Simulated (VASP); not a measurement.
Here is a VASP 6.6.1 calculation.

The input INCAR:

```
SYSTEM = Hg
PREC     = Accurate       ! precision mode
ENCUT    = 520            ! plane-wave cutoff, eV
EDIFF    = 1E-6           ! SCF threshold, eV
ISMEAR   = -1             ! smearing method
SIGMA    = 0.1            ! smearing width, eV
LREAL    = .FALSE.        ! projectors in reciprocal space
LASPH    = .TRUE.         ! aspherical terms in the spheres
NELM     = 60             ! most SCF steps
ALGO     = Normal         ! electronic algorithm
ISIF     = 2              ! what is computed and relaxed
LWAVE    = .FALSE.        ! write WAVECAR
LCHARG   = .FALSE.        ! write CHGCAR
GGA      = RE             ! functional
NBANDS   = 19             ! bands
```

File KPOINTS:

```
regular mesh
0
G
  8 8 6
  0 0 0
```

The input POSCAR:

```
Hg
1.0
   -4.9261364710      4.9179198516      2.6430781795
    4.9179198516     -4.9261364710      2.6430781795
    4.9288186679      4.9288186679     -2.6581269330
Hg
2
Direct
    0.9998496824      0.0001503176      0.0000000000
    0.7501503176      0.2498496824      0.5000000000
```

Potentials or basis: VASP PAW PBE potentials, release 64 (Hg).

The run is started by

```bash
$ cat potpaw_PBE.64/Hg/POTCAR > POTCAR
$ mpirun -np 1 vasp_std > vasp.out
```

Q: Predict the pressure.

A: 0.0 GPa.

Q: Estimate the band gap on the k mesh.

A: 4.29 eV (least direct gap 4.60 eV).

Caveat: the atoms stand far beyond bonding distance; the PAW data sets were made with another functional, which shifts forces and pressure a little; spin-orbit coupling is left out, which moves the levels of the heavy elements. A k mesh can miss the band edges.
